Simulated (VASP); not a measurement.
Wanted: the native input for a VASP 6.6.1 run.

```yaml
Task: single point
Functional: PBE
Potentials_or_basis: VASP PAW PBE potentials, release 64 (Li_sv)
Cutoff: 520 eV
k_mesh: 15 × 15 × 8
Occupations: gaussian, width 0.1 eV
Spin: no spin polarisation
Dipole_correction: no
Further_INCAR_settings: ALGO = Normal; EDIFF = 1e-07; NBANDS = 10
```

The structure of Li lies in POSCAR:

```
Li
1.0
    3.0673859014      0.0000000000      0.0000000000
   -1.5336929507      2.6564341138      0.0000000000
    0.0000000000      0.0000000000      4.7160161400
Li
2
Direct
    0.3333333333      0.6666666667      0.2500000000
    0.6666666667      0.3333333333      0.7500000000
```

This cell differs from its parent crystal: strained.

One way to write it, as run:

INCAR

```
SYSTEM = Li
  PREC = Accurate
  ENCUT = 520
  EDIFF = 1E-7
  ISMEAR = 0
  SIGMA = 0.1
  LREAL = .FALSE.
  LASPH = .TRUE.
  NELM = 60
  ALGO = Normal
  ISIF = 2
  LWAVE = .FALSE.
  LCHARG = .FALSE.
  GGA = PE
  NBANDS = 10
```

KPOINTS

```
Automatic mesh
0
G
  15 15 8
  0 0 0
```

Potentials or basis: VASP PAW PBE potentials, release 64 (Li_sv).

The run is started by

```bash
$ cat potpaw_PBE.64/Li_sv/POTCAR > POTCAR
$ mpirun -np 1 vasp_std > vasp.out
```

It gave:

```json
{"Band gap on the k mesh": "zero (band 3 reaches 2.83 eV, above the bottom of band 4 at -1.62 eV)"}
```

Caveat: the cell differs from its parent crystal (strained).

It took 13 s on 1 thread of Intel(R) Xeon(R) Platinum 8559C (Emerald Rapids), on a shared host, peak memory 0.17 GiB.
